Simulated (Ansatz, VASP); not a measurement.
# Two plane-wave programs on KI

File POSCAR:

```
KI
1.0
    0.0000000000      3.4719025307      3.5625650544
    3.4719025307      0.0000000000      3.5625650544
    3.4719025307      3.4719025307      0.0000000000
K I
1 1
Direct
    0.0000000000      0.0000000000      0.0000000000
    0.5000000000      0.5000000000      0.5000000000
```

File INCAR.step1:

```
SYSTEM = KI
ALGO = Normal ; EDIFF = 1E-4
ENCUT = 520 ; GGA = PE
ISMEAR = 0 ; LASPH = .True.
LCHARG = .False. ; LREAL = .False.
LWAVE = .True. ; NBANDS = 15
NELM = 100 ; PREC = Accurate
SIGMA = 0.01
```

Contents of INCAR.step2:

```
SYSTEM = KI
ALGO = Normal ; EDIFF = 1E-6
ENCUT = 520 ; ISIF = 2
ISMEAR = 0 ; ISTART = 1
LASPH = .True. ; LCHARG = .True.
LELF = .True. ; LMIXTAU = .True.
LREAL = .False. ; LVHAR = .True.
LWAVE = .False. ; METAGGA = R2SCAN
NBANDS = 15 ; NELM = 100
PREC = Accurate ; SIGMA = 0.01
```

The input KPOINTS:

```
k-points
0
Gamma
  6 6 6
  0 0 0
```

Input for Ansatz:

```yaml
crystal:
  lattice:
    - [0.0, 3.4719025307, 3.5625650544]
    - [3.4719025307, 0.0, 3.5625650544]
    - [3.4719025307, 3.4719025307, 0.0]
  atoms:
    - { symbol: K, position: [0.0, 0.0, 0.0] }
    - { symbol: I, position: [0.5, 0.5, 0.5] }
kpoints:
  mp_grid: { grid: [6, 6, 6] }
  band_path:
    path:
      - [0.0, 0.0, 0.0]
      - [0.5, 0.0, 0.5]
      - [0.625, 0.25, 0.625]
      - [0.375, 0.375, 0.75]
      - [0.5, 0.5, 0.5]
      - [0.5, 0.25, 0.75]
    npoints: 1
hamiltonian:
  xc: r2scan
scf:
  occupations: { method: fixed }
  n_extra_bands: 4
output:
  forces: true
  stress: true
  eigenvalues: true
```

Change from the starting cell: epitaxial_xy strain -2.0%.

Alike in both runs: task single point; functional r2SCAN; k mesh 6 × 6 × 6; no spin polarisation.

|  | VASP | Ansatz |
| --- | --- | --- |
| version | VASP 6.6.1 | Ansatz 0.2.0 |
| potentials or method | VASP PAW PBE potentials, release 64 (K_sv, I) | plane waves, PAW |
| plane-wave cutoff (eV) | 520 | 500 |
| occupations | gaussian, width 0.01 eV | fixed |
| valence electrons in the cell | 16 | 26 |

|  | VASP | Ansatz | Ansatz less VASP |
| --- | --- | --- | --- |
| gap on the k mesh at the Fermi level (eV) | 4.67 | 4.67 | +0.003 |
| pressure (GPa) | 0.5 | 0.5 | 0.00 |
| traceless stress, the component that is largest in VASP (GPa) | -0.54 | -0.54 | +0.005 |

VASP's potentials were made for PBE, not for r2SCAN. VASP's potentials hold 16 valence electrons a cell and Ansatz's 26, so a difference there can come from the potentials and not from the codes.

Neither program's run includes spin-orbit coupling.
